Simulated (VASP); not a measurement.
A run of VASP 6.6.1 is set up as follows.

INCAR

```
SYSTEM = K3Si3Se4
  PREC = Accurate
  ENCUT = 520
  EDIFF = 1E-6
  ISMEAR = 0
  SIGMA = 0.1
  LREAL = .False.
  LASPH = .True.
  NELM = 80
  ALGO = Normal
  ISIF = 2
  LWAVE = .False.
  LCHARG = .True.
  GGA = PE
  LELF = .True.
  LVHAR = .True.
  NBANDS = 42
```

File KPOINTS:

```
regular mesh
0
Gamma
  6 6 2
  0 0 0
```

The input POSCAR:

```
K3Si3Se4
1.0
    5.6535291800      0.0000000000      0.0000000000
   -2.8267645900      4.8960998900      0.0000000000
    0.0000000000      0.0000000000      9.8845431000
K Si Se
3 3 4
Direct
    0.5000000000      0.0000000000      0.0000000000
    0.0000000000      0.5000000000      0.0000000000
    0.5000000000      0.5000000000      0.0000000000
    0.5000000000      0.0000000000      0.5000000000
    0.0000000000      0.5000000000      0.5000000000
    0.5000000000      0.5000000000      0.5000000000
    0.0000000000      0.0000000000      0.0000000000
    0.0000000000      0.0000000000      0.7324476100
    0.0000000000      0.0000000000      0.2675523900
    0.0000000000      0.0000000000      0.5000000000
```

Potentials or basis: VASP PAW PBE potentials, release 64 (K_sv, Si, Se).

Command:

```console
$ cat potpaw_PBE.64/K_sv/POTCAR potpaw_PBE.64/Si/POTCAR potpaw_PBE.64/Se/POTCAR > POTCAR
$ mpirun -np 1 vasp_std > vasp.out
```

(1) What does it give for the largest force?

(2) Estimate the pressure.

Results:

(1) 2.708 eV/Å.

(2) 7.8 GPa.

Caveat: forces of over 1 eV/Å act on the atoms, so gaps and moduli don't describe the material at rest.
